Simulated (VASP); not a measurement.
# In2GaP3 (P3m1) in VASP: relaxation of cell and atoms with PBE

Aim: the relaxation of cell and atoms of In2GaP3 with PBE.

All numbers are computed with VASP 6.6.1; they aren't measurements. Logs are shortened: lines on timing, memory, paths and dates and some standing lists are left out, and cuts for length are marked.

## Step 1: The cell of the first run

Symmetry: P3m1, No. 156, trigonal system. Conventional cell: a = 4.110 Å, b = 4.110 Å, c = 10.087 Å, α = 90.00°, β = 90.00°, γ = 120.00°. Within 3.4 Å of In (site symmetry 3m) lie 4 P at 2.55 to 2.58 Å. Within 3.4 Å of In (site symmetry 3m) lie 4 P at 2.54 to 2.57 Å. Within 3.1 Å of Ga (site symmetry 3m) lie 4 P at 2.38 to 2.48 Å. P (site symmetry 3m) has 3 Ga at 2.48 Å and 1 In at 2.58 Å within 3.3 Å. Within 3.1 Å of P (site symmetry 3m) lie 1 Ga at 2.38 Å and 3 In at 2.54 Å. P (site symmetry 3m) has 4 In at 2.55 to 2.57 Å within 3.4 Å.

## Step 2: Relaxation of cell and atoms, PBE

Input file INCAR:

```
SYSTEM = In2GaP3
PREC = Accurate
ENCUT = 600
EDIFF = 1E-6
ISMEAR = 0
SIGMA = 0.02
LREAL = .False.
LASPH = .True.
NELM = 100
ALGO = Normal
ISIF = 3
LWAVE = .False.
LCHARG = .False.
GGA = PE
IBRION = 2
NSW = 100
EDIFFG = -0.01
```

Input file KPOINTS:

```
Automatic mesh
0
Gamma
  12 12 4
  0 0 0
```

Input file POSCAR:

```
In2GaP3
1.0
    4.1098572189      0.0000000000      0.0000000000
   -2.0549286094      3.5592407575      0.0000000000
    0.0000000000      0.0000000000     10.0869020464
In Ga P
2 1 3
Direct
    0.0000000000      0.0000000000      0.9932920467
    0.6666666667      0.3333333333      0.3392017622
    0.3333333333      0.6666666667      0.6659226402
    0.0000000000      0.0000000000      0.7372816216
    0.3333333333      0.6666666667      0.4297119543
    0.6666666667      0.3333333333      0.0845899749
```

Potentials or basis: VASP PAW PBE potentials, release 64 (In_d, Ga_d, P).

Command:

```
$ cat potpaw_PBE.64/In_d/POTCAR potpaw_PBE.64/Ga_d/POTCAR potpaw_PBE.64/P/POTCAR > POTCAR
$ mpirun -np 1 vasp_std > vasp.out
```

OUTCAR:

```text
SYSTEM = In2GaP3
   PREC = Accurate
   ENCUT = 600
   EDIFF = 1E-6
   ISMEAR = 0
   LREAL = .False.
   LASPH = .True.
   NELM = 100
   ISIF = 3
   GGA = PE
   IBRION = 2
   NSW = 100
   EDIFFG = -0.01

 ion  position               nearest neighbor table
   1  0.000  0.000  0.993-   6 2.55   6 2.55   6 2.55   4 2.58
   2  0.667  0.333  0.339-   5 2.54   5 2.54   5 2.54   6 2.57
   3  0.333  0.667  0.666-   5 2.38   4 2.48   4 2.48   4 2.48
   4  0.000  0.000  0.737-   3 2.48   3 2.48   3 2.48   1 2.58
   5  0.333  0.667  0.430-   3 2.38   2 2.54   2 2.54   2 2.54
   6  0.667  0.333  0.085-   1 2.55   1 2.55   1 2.55   2 2.57

  LATTYP: Found a hexagonal cell.
 ALAT       =     4.1098572189
 C/A-ratio  =     2.4543193374

  Lattice vectors:

 A1 = (   4.1098572189,   0.0000000000,   0.0000000000)
 A2 = (  -2.0549286094,   3.5592407575,   0.0000000000)
 A3 = (   0.0000000000,   0.0000000000,  10.0869020464)

Analysis of symmetry for initial positions (statically):
=====================================================================
 Subroutine PRICEL returns:
 Original cell was already a primitive cell.

 Routine SETGRP: Setting up the symmetry group for a
 hexagonal supercell.

 Subroutine GETGRP returns: Found  6 space group operations
 (whereof  6 operations were pure point group operations)
 out of a pool of 24 trial point group operations.

The static configuration has the point symmetry C_3v.

Analysis of symmetry for dynamics (positions and initial velocities):
=====================================================================
 Subroutine PRICEL returns:
 Original cell was already a primitive cell.

 Routine SETGRP: Setting up the symmetry group for a
 hexagonal supercell.

 Subroutine GETGRP returns: Found  6 space group operations
 (whereof  6 operations were pure point group operations)
 out of a pool of 24 trial point group operations.

The dynamic configuration has the point symmetry C_3v.

 Subroutine INISYM returns: Found  6 space group operations
 (whereof  6 operations are pure point group operations),
 and found     1 'primitive' translations

----------------------------------------------------------------------------------------

                                     Primitive cell

  volume of cell :     147.5509

  direct lattice vectors                    reciprocal lattice vectors
     4.109857219  0.000000000  0.000000000     0.243317455  0.140479398  0.000000000
    -2.054928609  3.559240758  0.000000000     0.000000000  0.280958797  0.000000000
     0.000000000  0.000000000 10.086902046     0.000000000  0.000000000  0.099138466

  length of vectors
     4.109857219  4.109857219 10.086902046     0.280958797  0.280958797  0.099138466

  position of ions in fractional coordinates (direct lattice)
     0.000000000  0.000000000  0.993292047
     0.666666667  0.333333333  0.339201762
     0.333333333  0.666666667  0.665922640
     0.000000000  0.000000000  0.737281622
     0.333333333  0.666666667  0.429711954
     0.666666667  0.333333333  0.084589975

  ion indices of the primitive-cell ions
   primitive index   ion index
                 1           1
                 2           2
                 3           3
                 4           4
                 5           5
                 6           6

----------------------------------------------------------------------------------------

 KPOINTS: Automatic mesh

Automatic generation of k-mesh.
 Grid dimensions read from file:
 generate k-points for:   12   12    4

 Generating k-lattice:

  Cartesian coordinates                     Fractional coordinates (reciprocal lattice)
     0.020276455  0.011706617  0.000000000     0.083333333  0.000000000  0.000000000
     0.000000000  0.023413233  0.000000000     0.000000000  0.083333333  0.000000000
     0.000000000  0.000000000  0.024784617     0.000000000  0.000000000  0.250000000

  Length of vectors
     0.023413233  0.023413233  0.024784617

  Shift w.r.t. Gamma in fractional coordinates (k-lattice)
     0.000000000  0.000000000  0.000000000

 Subroutine IBZKPT returns following result:
 ===========================================

 Found     69 irreducible k-points:

 Following reciprocal coordinates:
            Coordinates               Weight
  0.000000  0.000000  0.000000      1.000000
  0.083333 -0.000000  0.000000      6.000000
  0.166667  0.000000  0.000000      6.000000
  0.250000  0.000000  0.000000      6.000000
  0.333333  0.000000  0.000000      6.000000
  0.416667 -0.000000  0.000000      6.000000
[... 16 lines left out ...]
  0.166667  0.000000  0.250000      6.000000
  0.000000  0.166667  0.250000      6.000000
 [... further k-points ...]
   k-points           NKPTS =     69   k-points in BZ     NKDIM =     69   number of bands    NBANDS=     32
   number of dos      NEDOS =    301   number of ions     NIONS =      6
   total plane-waves  NPLWV = 108864
   dimension x,y,z NGX =    36 NGY =   36 NGZ =   84
   dimension x,y,z NGXF=    72 NGYF=   72 NGZF=  168
   ions per type =               2   1   3
   NGX,Y,Z   is equivalent  to a cutoff of  14.56, 14.56, 13.84 a.u.
   NGXF,Y,Z  is equivalent  to a cutoff of  29.12, 29.12, 27.69 a.u.
 SYSTEM =  In2GaP3
   PREC   = accura    normal or accurate (medium, high low for compatibility)
   ISTART =      0    job   : 0-new  1-cont  2-samecut
   ICHARG =      2    charge: 1-file 2-atom 10-const
   ISPIN  =      1    spin polarized calculation?
   LNONCOLLINEAR =      F non collinear calculations
   LSORBIT =      F    spin-orbit coupling
   LASPH  =      T    aspherical Exc in radial PAW
   ENCUT  =  600.0 eV  44.10 Ry    6.64 a.u.   8.21  8.21 20.15*2*pi/ulx,y,z
   NELM   =    100;   NELMIN=  2; NELMDL= -5     # of ELM steps
   EDIFF  = 0.1E-05   stopping-criterion for ELM
   LREAL  =      F    real-space projection
   EDIFFG = -.1E-01   stopping-criterion for IOM
   NSW    =    100    number of steps for IOM
   IBRION =      2    ionic relax: 0-MD 1-quasi-New 2-CG
   NFREE  =      1    steps in history (QN), initial steepest desc. (CG)
   ISIF   =      3    stress and relaxation
   ISYM   =      2    0-nonsym 1-usesym 2-fastsym
   POTIM  = 0.5000    time-step for ionic-motion
   TEBEG  =    0.0;   TEEND  =   0.0 temperature during run
   PSTRESS=    0.0 pullay stress
   NELECT =      54.0000    total number of electrons
   NUPDOWN=      -1.0000    fix difference up-down
   EMIN   =  10.00;   EMAX   =-10.00  energy-range for DOS
   EFERMI =   0.00;   METHOD = LEGACY
   ISMEAR =     0;   SIGMA  =   0.02  broadening in eV -4-tet -1-fermi 0-gaus
   EFERMI_NEDOS =   21; number of points for ismear=-14 and -15
   IALGO  =     38    algorithm
   IMIX   =      4    mixing-type and parameters
     AMIX     =   0.40;   BMIX     =  1.00
     AMIX_MAG =   1.60;   BMIX_MAG =  1.00
  volume/ion in A,a.u.               =      24.59       165.95
  Fermi-wavevector in a.u.,A,eV,Ry     =   1.171005  2.212879 18.657029  1.371253
  Thomas-Fermi vector in A             =   2.307455
   LORBIT       =      0    0 simple, 1 ext, 2 COOP (PROOUT), +10 PAW based schemes
   GGA     = PE    functional components
   LHFCALC =     F    Hartree Fock is set to
   AEXX    =    0.0000 exact exchange contribution
   IVDW    =     0    specifies the selected vdW correction
   LEPSILON=     F    determine dielectric tensor
   LRPA    =     F    only Hartree local field effects (RPA)
 conjugate gradient relaxation of ions
 non-spin polarized calculation
 Gauss-broadening in eV      SIGMA  =   0.02
  energy-cutoff  :      600.00
  volume of cell :      147.55
 maximum number of plane-waves:      4968
 NGX is ok and might be reduce to    36
   NGX = 17   NGY = 17   NGZ = 41

--------------------------------------- Ionic step        1  -------------------------------------------

 number of electron      53.9999994 magnetization

 Free energy of the ion-electron system (eV)
  ---------------------------------------------------
  ext. energy  EPLUGINS =         0.00000000
  ---------------------------------------------------
  free energy    TOTEN  =       -25.75522034 eV

  energy without entropy =      -25.75522034  energy(sigma->0) =      -25.75522034

------------------------ aborting loop because EDIFF is reached ----------------------------------------

  FORCE on cell =-STRESS in cart. coord.  units (eV):
  Direction    XX          YY          ZZ          XY          YZ          ZX
  --------------------------------------------------------------------------------------
  -------------------------------------------------------------------------------------
  Total       -0.0349180     -0.0349180     -0.0057160     -0.0000000     -0.0000000      0.0000000
  in kB       -0.3791564     -0.3791564     -0.0620667     -0.0000000     -0.0000000      0.0000000
  external PRESSURE =      -0.2734598 kB  Pullay stress =       0.0000000 kB
[... 105 lines left out ...]
  energy  without entropy=      -25.7552624982  energy(sigma->0) =      -25.75526250

--------------------------------------- Ionic step        4  -------------------------------------------

 number of electron      53.9999993 magnetization

 Free energy of the ion-electron system (eV)
  ---------------------------------------------------
  ext. energy  EPLUGINS =         0.00000000
  ---------------------------------------------------
  free energy    TOTEN  =       -25.75528204 eV

  energy without entropy =      -25.75528204  energy(sigma->0) =      -25.75528204

 E-fermi :   4.7776     XC(G=0):  -9.2542

 val. band max:        4.6495546989   @ k =   0.0000   0.0000   0.0000
 cond. band min:       5.0710776796   @ k =   0.0000   0.0000   0.0000
 fundamental gap:      0.4215229808
 Fermi energy:         4.7776460334

 k-point     1 :       0.0000    0.0000    0.0000
  band No.  band energies     occupation
      1     -10.0367      2.00000
      2      -9.9813      2.00000
      3      -9.9813      2.00000
      4      -9.9281      2.00000
      5      -9.9281      2.00000
      6      -9.5821      2.00000
[... 829 lines left out ...]
     31       7.8741      0.00000
     32       8.8655      0.00000

 [... further k-points ...]

------------------------ aborting loop because EDIFF is reached ----------------------------------------

  FORCE on cell =-STRESS in cart. coord.  units (eV):
  Direction    XX          YY          ZZ          XY          YZ          ZX
  --------------------------------------------------------------------------------------
  -------------------------------------------------------------------------------------
  Total       -0.0021094     -0.0021094      0.0097808     -0.0000000      0.0000000      0.0000000
  in kB       -0.0229119     -0.0229119      0.1062386     -0.0000000      0.0000000      0.0000000
  external PRESSURE =       0.0201382 kB  Pullay stress =       0.0000000 kB
[... 21 lines left out ...]
  FREE ENERGIE OF THE ION-ELECTRON SYSTEM (eV)
  ---------------------------------------------------
  free  energy   TOTEN  =       -25.7552820391 eV

  energy  without entropy=      -25.7552820391  energy(sigma->0) =      -25.75528204

 reached required accuracy - stopping structural energy minimisation
```

Run time: 24 min. Hardware: 1 thread of Oxide Virtual Turin-like, shared host; peak memory 0.56 GiB.

What came out:

* Free energy: -25.7553 eV
* Relaxed volume: 24.58 Å³/atom
* Relaxed cell: a = 4.108 Å, b = 4.108 Å, c = 10.091 Å, α = 90.00°, β = 90.00°, γ = 120.00°
* Space group after relaxing (to 0.1 Å): P3m1 (No. 156)
* Energy gained by relaxing: 0.0 meV/atom
* Ionic steps: 4
* Pressure after relaxing: 0.0 GPa
* Largest force after relaxing: 0.005 eV/Å
* Band gap on the k mesh: 0.42 eV

Forces in eV/Å, atoms in the order of the input:
```
In   0.000  0.000  0.001
In   0.000  0.000 -0.005
Ga   0.000  0.000  0.002
P    0.000  0.000 -0.002
P    0.000  0.000 -0.001
P    0.000  0.000  0.004
```

Final structure:
```
In Ga P
1.0
     4.10828    0.00000    0.00000
    -2.05414    3.55787    0.00000
     0.00000    0.00000   10.09142
In Ga P
2 1 3
Cartesian
  2.0541 3.5579 10.0232
  2.0541 1.1860 3.4221
  0.0000 2.3719 6.7183
  0.0000 0.0000 7.4424
  0.0000 2.3719 4.3368
  2.0541 1.1860 0.8543
```

Caveat: semilocal functionals underestimate gaps, and a narrow one can read as zero; spin-orbit coupling is left out, which moves the levels of the heavy elements. A k mesh can miss the band edges.
